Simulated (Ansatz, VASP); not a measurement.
# C in VASP and in Ansatz

```
C
1.0
     0.00000    2.13602    4.29385
     1.23323    0.00000    4.29385
     1.23323    2.13602    0.00000
C
2
Direct
  0.16667 0.83333 0.16667
  0.83333 0.16667 0.83333
```

Alike in both runs: functional PBE; k mesh 14 × 14 × 14; occupations gaussian, width 0.02 eV; no spin polarisation.

Ansatz relaxed the structure, and its values are those at the end. VASP's run is a single point on that final structure, the one shown.

```csv
,VASP,Ansatz
version,VASP 6.6.1,Ansatz 0.2.0
potentials or method,"VASP PAW PBE potentials, release 64 (C), cutoff 520 eV","scalar-relativistic, plane waves, PAW"
valence electrons in the cell,8,8
```

Ansatz gave:

- gap on the k mesh at the Fermi level (eV): 1.03
- least direct gap on the mesh (eV): 1.09
- pressure (GPa): 0.0

Problem. What did VASP give for the same quantities?

Solution. gap on the k mesh at the Fermi level (eV): 1.03; least direct gap on the mesh (eV): 1.09; pressure (GPa): 0.4.
